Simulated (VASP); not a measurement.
## TaN: single point with PBE

TaN:

```
Ta N
1.0
     2.93800   -0.04407   -0.04407
    -1.50717    2.56642   -0.01613
    -0.04324   -0.04324    2.88300
Ta N
1 1
Direct
  0.33333 0.66667 0.50000
  0.00000 0.00000 0.00000
```

This cell differs from its parent crystal: equal xy, yz and zx shear strains of -3 %.

```
Program             : VASP 6.6.1
Task                : single point
Functional          : PBE
Potentials or basis : VASP PAW PBE potentials, release 64 (Ta_pv, N)
Cutoff              : 520 eV
k mesh              : 12 × 12 × 10
Occupations         : fermi-dirac, width 0.02 eV
Spin                : no spin polarisation
```

The pressure is 6.4 GPa, the largest force is 0.119 eV/Å and the band gap on the k mesh is zero (band 8 reaches 8.45 eV, above the bottom of band 9 at 8.22 eV).

Forces on the atoms (eV/Å):
```
Ta  -0.107 -0.006 -0.051
N    0.107  0.006  0.051
```

Stress tensor (GPa, compression positive):
```
5.69 7.27 7.77
7.27 6.24 7.75
7.77 7.75 7.30
```

Levels at points of the mesh, in eV from the Fermi level:
| k point | band 4 | band 5 | band 6 | band 7 | band 8 | band 9 | band 10 | band 11 | band 12 | band 13 |
| --- | --- | --- | --- | --- | --- | --- | --- | --- | --- | --- |
| (0.00, 0.00, 0.00) | -17.80 | -4.78 | -4.44 | -4.16 | -2.93 | 2.11 | 3.25 | 3.57 | 4.16 | 4.31 |
| (0.50, 0.00, 0.00) | -15.45 | -8.25 | -5.23 | -3.41 | -3.32 | 2.85 | 3.97 | 5.13 | 5.36 | 7.51 |
| (0.00, 0.50, 0.00) | -15.50 | -8.30 | -5.22 | -3.46 | -3.19 | 2.88 | 4.07 | 5.16 | 5.38 | 7.49 |
| (0.50, 0.50, 0.00) | -15.56 | -8.34 | -5.21 | -3.52 | -3.07 | 2.92 | 4.23 | 5.11 | 5.44 | 7.45 |
| (0.00, 0.00, 0.50) | -15.15 | -9.36 | -3.83 | -3.71 | -0.39 | 0.20 | 2.34 | 3.16 | 3.56 | 8.25 |
| (0.50, 0.00, 0.50) | -15.79 | -7.36 | -6.22 | -5.88 | -0.19 | 4.11 | 5.39 | 6.09 | 7.13 | 10.42 |
| (0.00, 0.50, 0.50) | -15.81 | -7.33 | -6.21 | -5.69 | -0.35 | 4.15 | 5.25 | 6.08 | 7.05 | 10.20 |
| (0.50, 0.50, 0.50) | -15.83 | -7.32 | -6.18 | -5.51 | -0.52 | 4.19 | 5.24 | 5.98 | 7.02 | 9.94 |

Wall time 99 s on 1 thread of Intel(R) Xeon(R) Platinum 8488C (Sapphire Rapids), on a shared host, peak memory 0.34 GiB.

Caveat: the cell differs from its parent crystal (equal xy, yz and zx shear strains of -3 %); spin-orbit coupling is left out, which moves the levels of the heavy elements.
